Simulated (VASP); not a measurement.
# MgSe (Fm-3m) in VASP: single point with PBE

Aim: the single point of MgSe with PBE.

Everything below comes from runs of VASP 6.6.1. Logs are shortened: lines on timing, memory, paths and dates and some standing lists are left out, and cuts for length are marked.

### Step 1. The cell of the first run

It takes space group Fm-3m (No. 225, cubic). The conventional cell has a = 5.510 Å, b = 5.510 Å, c = 5.510 Å, α = 90.00°, β = 90.00°, γ = 90.00°. Mg (site symmetry m-3m) has 6 Se at 2.75 Å within 3.6 Å. Within 3.6 Å of Se (site symmetry m-3m) lie 6 Mg at 2.75 Å.

### Step 2. Single point, PBE

Input file INCAR:

```
  PREC = Accurate
  ENCUT = 600
  EDIFF = 1E-6
  ISMEAR = -1
  SIGMA = 0.01
  LREAL = F
  LASPH = T
  NELM = 120
  ALGO = Normal
  ISIF = 2
  LWAVE = F
  LCHARG = F
  GGA = PE
  NBANDS = 11
  GGA_COMPAT = F
```

Input file KPOINTS:

```
Automatic mesh
0
Gamma
  6 6 6
```

Input file POSCAR:

```
MgSe
1.0
    0.0000000000      2.7548555953      2.7548555953
    2.7548555953      0.0000000000      2.7548555953
    2.7548555953      2.7548555953      0.0000000000
Mg Se
1 1
Direct
    0.0000000000      0.0000000000      0.0000000000
    0.5000000000      0.5000000000      0.5000000000
```

Potentials or basis: VASP PAW PBE potentials, release 64 (Mg, Se).

On the command line:

```console
cat potpaw_PBE.64/Mg/POTCAR potpaw_PBE.64/Se/POTCAR > POTCAR
mpirun -np 1 vasp_std > vasp.out
```

OUTCAR:

```text
PREC = Accurate
   ENCUT = 600
   EDIFF = 1E-6
   ISMEAR = -1
   LREAL = F
   LASPH = T
   NELM = 120
   ISIF = 2
   GGA = PE

 ion  position               nearest neighbor table
   1  0.000  0.000  0.000-   2 2.75   2 2.75   2 2.75   2 2.75   2 2.75   2 2.75
   2  0.500  0.500  0.500-   1 2.75   1 2.75   1 2.75   1 2.75   1 2.75   1 2.75

  LATTYP: Found a face centered cubic cell.
 ALAT       =     5.5097111906

  Lattice vectors:

 A1 = (   0.0000000000,   2.7548555953,   2.7548555953)
 A2 = (   2.7548555953,   0.0000000000,   2.7548555953)
 A3 = (   2.7548555953,   2.7548555953,   0.0000000000)

Analysis of symmetry for initial positions (statically):
=====================================================================
 Subroutine PRICEL returns:
 Original cell was already a primitive cell.

 Routine SETGRP: Setting up the symmetry group for a
 face centered cubic supercell.

 Subroutine GETGRP returns: Found 48 space group operations
 (whereof 48 operations were pure point group operations)
 out of a pool of 48 trial point group operations.

The static configuration has the point symmetry O_h .

Analysis of symmetry for dynamics (positions and initial velocities):
=====================================================================
 Subroutine PRICEL returns:
 Original cell was already a primitive cell.

 Routine SETGRP: Setting up the symmetry group for a
 face centered cubic supercell.

 Subroutine GETGRP returns: Found 48 space group operations
 (whereof 48 operations were pure point group operations)
 out of a pool of 48 trial point group operations.

The dynamic configuration has the point symmetry O_h .

 Subroutine INISYM returns: Found 48 space group operations
 (whereof 48 operations are pure point group operations),
 and found     1 'primitive' translations

----------------------------------------------------------------------------------------

                                     Primitive cell

  volume of cell :      41.8145

  direct lattice vectors                    reciprocal lattice vectors
     0.000000000  2.754855595  2.754855595    -0.181497717  0.181497717  0.181497717
     2.754855595  0.000000000  2.754855595     0.181497717 -0.181497717  0.181497717
     2.754855595  2.754855595  0.000000000     0.181497717  0.181497717 -0.181497717

  length of vectors
     3.895954145  3.895954145  3.895954145     0.314363267  0.314363267  0.314363267

  position of ions in fractional coordinates (direct lattice)
     0.000000000  0.000000000  0.000000000
     0.500000000  0.500000000  0.500000000

  ion indices of the primitive-cell ions
   primitive index   ion index
                 1           1
                 2           2

----------------------------------------------------------------------------------------

 KPOINTS: Automatic mesh

Automatic generation of k-mesh.
 Grid dimensions read from file:
 generate k-points for:    6    6    6

 Generating k-lattice:

  Cartesian coordinates                     Fractional coordinates (reciprocal lattice)
    -0.030249619  0.030249619  0.030249619     0.166666667  0.000000000  0.000000000
     0.030249619 -0.030249619  0.030249619     0.000000000  0.166666667  0.000000000
     0.030249619  0.030249619 -0.030249619     0.000000000  0.000000000  0.166666667

  Length of vectors
     0.052393878  0.052393878  0.052393878

  Shift w.r.t. Gamma in fractional coordinates (k-lattice)
     0.000000000  0.000000000  0.000000000

 Subroutine IBZKPT returns following result:
 ===========================================

 Found     16 irreducible k-points:

 Following reciprocal coordinates:
            Coordinates               Weight
  0.000000  0.000000  0.000000      1.000000
  0.166667  0.000000  0.000000      8.000000
  0.333333  0.000000  0.000000      8.000000
  0.500000  0.000000  0.000000      4.000000
  0.166667  0.166667  0.000000      6.000000
  0.333333  0.166667  0.000000     24.000000
[... 8 lines left out ...]
 -0.333333  0.333333  0.166667     24.000000
 -0.333333  0.500000  0.166667     12.000000
   k-points           NKPTS =     16   k-points in BZ     NKDIM =     16   number of bands    NBANDS=     11
   number of dos      NEDOS =    301   number of ions     NIONS =      2
   total plane-waves  NPLWV =  32768
   dimension x,y,z NGX =    32 NGY =   32 NGZ =   32
   dimension x,y,z NGXF=    64 NGYF=   64 NGZF=   64
   ions per type =               1   1
   NGX,Y,Z   is equivalent  to a cutoff of  13.65, 13.65, 13.65 a.u.
   NGXF,Y,Z  is equivalent  to a cutoff of  27.31, 27.31, 27.31 a.u.
 SYSTEM =  unknown system
   PREC   = accura    normal or accurate (medium, high low for compatibility)
   ISTART =      0    job   : 0-new  1-cont  2-samecut
   ICHARG =      2    charge: 1-file 2-atom 10-const
   ISPIN  =      1    spin polarized calculation?
   LNONCOLLINEAR =      F non collinear calculations
   LSORBIT =      F    spin-orbit coupling
   LASPH  =      T    aspherical Exc in radial PAW
   ENCUT  =  600.0 eV  44.10 Ry    6.64 a.u.   7.78  7.78  7.78*2*pi/ulx,y,z
   NELM   =    120;   NELMIN=  2; NELMDL= -5     # of ELM steps
   EDIFF  = 0.1E-05   stopping-criterion for ELM
   LREAL  =      F    real-space projection
   EDIFFG = 0.1E-04   stopping-criterion for IOM
   NSW    =      0    number of steps for IOM
   IBRION =     -1    ionic relax: 0-MD 1-quasi-New 2-CG
   NFREE  =      0    steps in history (QN), initial steepest desc. (CG)
   ISIF   =      2    stress and relaxation
   ISYM   =      2    0-nonsym 1-usesym 2-fastsym
   POTIM  = 0.5000    time-step for ionic-motion
   TEBEG  =    0.0;   TEEND  =   0.0 temperature during run
   PSTRESS=    0.0 pullay stress
   NELECT =       8.0000    total number of electrons
   NUPDOWN=      -1.0000    fix difference up-down
   EMIN   =  10.00;   EMAX   =-10.00  energy-range for DOS
   EFERMI =   0.00;   METHOD = LEGACY
   ISMEAR =    -1;   SIGMA  =   0.01  broadening in eV -4-tet -1-fermi 0-gaus
   EFERMI_NEDOS =   21; number of points for ismear=-14 and -15
   IALGO  =     38    algorithm
   IMIX   =      4    mixing-type and parameters
     AMIX     =   0.40;   BMIX     =  1.00
     AMIX_MAG =   1.60;   BMIX_MAG =  1.00
  volume/ion in A,a.u.               =      20.91       141.09
  Fermi-wavevector in a.u.,A,eV,Ry     =   0.943328  1.782631 12.107381  0.889867
  Thomas-Fermi vector in A             =   2.071024
   LORBIT       =      0    0 simple, 1 ext, 2 COOP (PROOUT), +10 PAW based schemes
   GGA     = PE    functional components
   LHFCALC =     F    Hartree Fock is set to
   AEXX    =    0.0000 exact exchange contribution
   IVDW    =     0    specifies the selected vdW correction
   LEPSILON=     F    determine dielectric tensor
   LRPA    =     F    only Hartree local field effects (RPA)
 non-spin polarized calculation
  energy-cutoff  :      600.00
  volume of cell :       41.81
 maximum number of plane-waves:      1411
   NGX = 15   NGY = 15   NGZ = 15

 number of electron       8.0000001 magnetization

 Free energy of the ion-electron system (eV)
  ---------------------------------------------------
  ext. energy  EPLUGINS =         0.00000000
  ---------------------------------------------------
  free energy    TOTEN  =        -7.48580081 eV

  energy without entropy =       -7.48580081  energy(sigma->0) =       -7.48580081

 E-fermi :   3.1921     XC(G=0):  -9.3592

 val. band max:        2.9643894980   @ k =   0.0000   0.0000   0.0000
 cond. band min:       4.7084953038   @ k =   0.5000   0.5000   0.0000
 fundamental gap:      1.7441058059
 Fermi energy:         3.1920944176

 k-point     1 :       0.0000    0.0000    0.0000
  band No.  band energies     occupation
      1      -9.8050      2.00000
      2       2.9644      2.00000
      3       2.9644      2.00000
      4       2.9644      2.00000
      5       5.3481      0.00000
      6      10.3838      0.00000
      7      10.3838      0.00000
      8      10.3838      0.00000
      9      12.8731      0.00000
     10      12.8731      0.00000
     11      13.9013      0.00000

 k-point     2 :       0.1667    0.0000    0.0000
  band No.  band energies     occupation
      1      -9.5866      2.00000
      2       1.1745      2.00000
      3       2.8071      2.00000
      4       2.8071      2.00000
      5       6.6776      0.00000
      6      10.0495      0.00000
      7      10.5214      0.00000
      8      10.5214      0.00000
      9      11.7950      0.00000
     10      11.7950      0.00000
     11      13.2870      0.00000

 k-point     3 :       0.3333    0.0000    0.0000
  band No.  band energies     occupation
      1      -9.0725      2.00000
      2      -0.9286      2.00000
      3       2.5364      2.00000
      4       2.5364      2.00000
      5       6.9114      0.00000
      6       9.4641      0.00000
      7       9.4641      0.00000
      8      11.2680      0.00000
      9      12.7908      0.00000
     10      13.6626      0.00000
     11      13.6626      0.00000

 k-point     4 :       0.5000    0.0000    0.0000
  band No.  band energies     occupation
      1      -8.7579      2.00000
      2      -1.8156      2.00000
      3       2.4177      2.00000
      4       2.4177      2.00000
      5       6.7498      0.00000
      6       9.0190      0.00000
      7       9.0190      0.00000
      8      11.3363      0.00000
      9      14.1927      0.00000
     10      16.6891      0.00000
     11      16.6891      0.00000
[... 127 lines left out ...]
 k-point    14 :       0.5000    0.3333    0.1667
  band No.  band energies     occupation
      1      -8.7271      2.00000
      2      -0.7520      2.00000
      3       0.7791      2.00000
      4       1.7148      2.00000
      5       7.2622      0.00000
      6       9.1658      0.00000
      7       9.3824      0.00000
      8      11.9652      0.00000
      9      13.6616      0.00000
     10      16.1525      0.00000
     11      17.0604      0.00000

 k-point    15 :      -0.3333    0.3333    0.1667
  band No.  band energies     occupation
      1      -8.5157      2.00000
      2      -0.9369      2.00000
      3       0.2761      2.00000
      4       1.3413      2.00000
      5       7.4181      0.00000
      6       8.8777      0.00000
      7      11.1677      0.00000
      8      11.1824      0.00000
      9      13.8337      0.00000
     10      15.2531      0.00000
     11      17.9915      0.00000

 k-point    16 :      -0.3333    0.5000    0.1667
  band No.  band energies     occupation
      1      -8.4348      2.00000
      2      -0.7110      2.00000
      3       0.4010      2.00000
      4       0.6553      2.00000
      5       6.4518      0.00000
      6       8.7838      0.00000
      7      11.0076      0.00000
      8      12.3139      0.00000
      9      15.2646      0.00000
     10      16.5803      0.00000
     11      17.3194      0.00000

------------------------ aborting loop because EDIFF is reached ----------------------------------------

  FORCE on cell =-STRESS in cart. coord.  units (eV):
  Direction    XX          YY          ZZ          XY          YZ          ZX
  --------------------------------------------------------------------------------------
  -------------------------------------------------------------------------------------
  Total       -0.0373270     -0.0373270     -0.0373270      0.0000000      0.0000000      0.0000000
  in kB       -1.4302346     -1.4302346     -1.4302346      0.0000000      0.0000000      0.0000000
  external PRESSURE =      -1.4302346 kB  Pullay stress =       0.0000000 kB

 VOLUME and BASIS-vectors are now :
 -----------------------------------------------------------------------------
  energy-cutoff  :      600.00
  volume of cell :       41.81
      direct lattice vectors                 reciprocal lattice vectors
     0.000000000  2.754855595  2.754855595    -0.181497717  0.181497717  0.181497717
     2.754855595  0.000000000  2.754855595     0.181497717 -0.181497717  0.181497717
     2.754855595  2.754855595  0.000000000     0.181497717  0.181497717 -0.181497717

 POSITION                                       TOTAL-FORCE (eV/Angst)
 -----------------------------------------------------------------------------------
      0.00000      0.00000      0.00000         0.000000      0.000000     -0.000000
      2.75486      2.75486      2.75486        -0.000000     -0.000000      0.000000
 -----------------------------------------------------------------------------------
    total drift:                               -0.000000     -0.000000      0.000000

  FREE ENERGIE OF THE ION-ELECTRON SYSTEM (eV)
  ---------------------------------------------------
  free  energy   TOTEN  =        -7.4858008095 eV

  energy  without entropy=       -7.4858008095  energy(sigma->0) =       -7.48580081
```

It took 8.6 s on 1 thread of Intel Xeon 6975P-C, shared host; peak memory 0.17 GiB.

What came out:

- Free energy: -7.4858 eV
- Pressure: -0.1 GPa
- Band gap on the k mesh: 1.74 eV, indirect (least direct gap 2.38 eV)

A k mesh can miss the band edges.
